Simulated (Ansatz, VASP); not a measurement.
## Two plane-wave programs on SrTiO3

```
Sr Ti O
1.0
     3.89138    0.00000    0.00000
     0.00000    3.89138    0.00000
     0.00000    0.00000    3.89138
Sr Ti O
1 1 3
Direct
  0.96345 0.00000 0.00000
  0.56652 0.50000 0.50000
  0.99708 0.50000 0.50000
  0.50203 0.00000 0.50000
  0.50203 0.50000 0.00000
```

Change from the starting cell: mode 1 frozen in at -0.062 Å and mode 7 at +0.224 Å (largest displacements).

Alike in both runs: task single point; functional PBEsol; k mesh 8 × 8 × 8; occupations gaussian, width 0.05 eV; no spin polarisation.

|  | VASP | Ansatz |
| --- | --- | --- |
| version | VASP 6.6.1 | Ansatz 0.2.0 |
| potentials or method | VASP PAW PBE potentials, release 64 (Sr_sv, Ti_sv, O), cutoff 520 eV | scalar-relativistic, plane waves, PAW |
| valence electrons in the cell | 40 | 40 |

|  | VASP | Ansatz | Ansatz less VASP |
| --- | --- | --- | --- |
| gap on the k mesh at the Fermi level (eV) | 1.86 | 1.91 | +0.041 |
| least direct gap on the mesh (eV) | 2.54 | 2.57 | +0.027 |
| pressure (GPa) | 7.7 | 6.9 | -0.77 |
| traceless stress, the component that is largest in VASP (GPa) | 9.04 | 8.69 | -0.351 |
| rms of the force components (eV/Å) | 1.462 | 1.395 | -0.0668 |

VASP's potentials were made for PBE, not for PBEsol, and Ansatz warns of the same on its side. Atom by atom the forces differ by 0.069 eV/Å (rms over components).
